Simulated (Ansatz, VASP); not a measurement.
**B2P: VASP beside Ansatz**

```
B P
1.0
     4.36028    0.00000    0.00000
    -2.18014    3.77612    0.00000
     0.00000    0.00000    3.65175
B P
4 2
Cartesian
  0.0000 0.0000 0.0000
  0.0000 0.0000 1.8259
  0.0000 2.5174 2.7388
  2.1801 1.2587 0.9129
  0.0000 2.5174 0.9129
  2.1801 1.2587 2.7388
```

Alike in both runs: functional r2SCAN; k mesh 12 × 12 × 10; occupations gaussian, width 0.1 eV; no spin polarisation.

Ansatz relaxed the structure, and its values are those at the end. VASP's run is a single point on that final structure, the one shown.

|  | VASP | Ansatz |
| --- | --- | --- |
| version | VASP 6.6.1 | Ansatz 0.2.0 |
| potentials or method | VASP PAW PBE potentials, release 64 (B, P), cutoff 520 eV | scalar-relativistic, plane waves, PAW |
| valence electrons in the cell | 22 | 22 |

VASP gave:

| Item | Value |
| --- | --- |
| gap on the k mesh at the Fermi level (eV) | none |
| pressure (GPa) | -0.4 |

Q: Which values does Ansatz return?

A: gap on the k mesh at the Fermi level (eV): none; pressure (GPa): -0.1.

VASP's potentials were made for PBE, not for r2SCAN. A gap of «none» marks a metal or a gap that the smearing closes.
